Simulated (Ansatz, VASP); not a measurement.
# SnSe in VASP and in Ansatz

Contents of INCAR:

```
SYSTEM = SnSe
  PREC = Accurate
  ENCUT = 520
  EDIFF = 1E-6
  ISMEAR = -1
  SIGMA = 0.02
  LREAL = .FALSE.
  LASPH = .TRUE.
  NELM = 80
  ALGO = Normal
  ISIF = 2
  LWAVE = .FALSE.
  LCHARG = .FALSE.
  NBANDS = 17
```

KPOINTS

```
Automatic mesh
0
G
  9 9 9
  0 0 0
```

File POSCAR:

```
SnSe
1.0
    0.0000000000      3.0100000000      2.9197000000
    3.0100000000      0.0000000000      2.9197000000
    3.0100000000      3.0100000000      0.0000000000
Sn Se
1 1
Direct
    0.0000000000      0.0000000000      0.0000000000
    0.5000000000      0.5000000000      0.5000000000
```

Input for Ansatz:

```yaml
crystal:
  lattice:
    - [0.0, 3.01, 2.9197]
    - [3.01, 0.0, 2.9197]
    - [3.01, 3.01, 0.0]
  atoms:
    - { symbol: Sn, position: [0.0, 0.0, 0.0] }
    - { symbol: Se, position: [0.5, 0.5, 0.5] }
kpoints:
  mp_grid: { grid: [9, 9, 9] }
  band_path:
    path:
      - [0.0, 0.0, 0.0]
      - [0.0, 0.5, 0.5]
      - [0.25, 0.75, 0.5]
      - [0.0, 0.5, 0.0]
      - [0.0, 0.0, 0.0]
      - [0.5, 0.5, 0.0]
      - [0.3828515251, 0.6171484749, 0.0]
      - [-0.3828515251, 0.3828515251, 0.0]
      - [0.0, 0.0, 0.0]
    npoints: 5
scf:
  occupations: { method: fermi_dirac, width: 0.02 }
hamiltonian:
  xc: lda
  pseudopotentials: { kind: all_electron, lapw: { basis_error: 0.00025 } }
output:
  forces: true
  stress: true
  eigenvalues: true
```

Change from the starting cell: zz strain of -3 %.

Alike in both runs: task single point; functional LDA; k mesh 9 × 9 × 9; occupations fermi-dirac, width 0.02 eV; no spin polarisation.

|  | VASP | Ansatz |
| --- | --- | --- |
| version | VASP 6.6.1 | Ansatz 0.2.0 |
| potentials or method | VASP PAW LDA potentials, release 64 (Sn_d, Se), cutoff 520 eV | all-electron LAPW, scalar-relativistic |

Ansatz gave:

```
pressure (GPa)                                                : -1.6
traceless stress, the component that is largest in VASP (GPa) : 2.72
```

Estimate VASP's values.

pressure (GPa): -1.5; traceless stress, the component that is largest in VASP (GPa): 2.75.

LDA's correlation is that of Perdew and Zunger in VASP and of Perdew and Wang (1992) in Ansatz. Ansatz ran all-electron here, and VASP with PAW potentials.
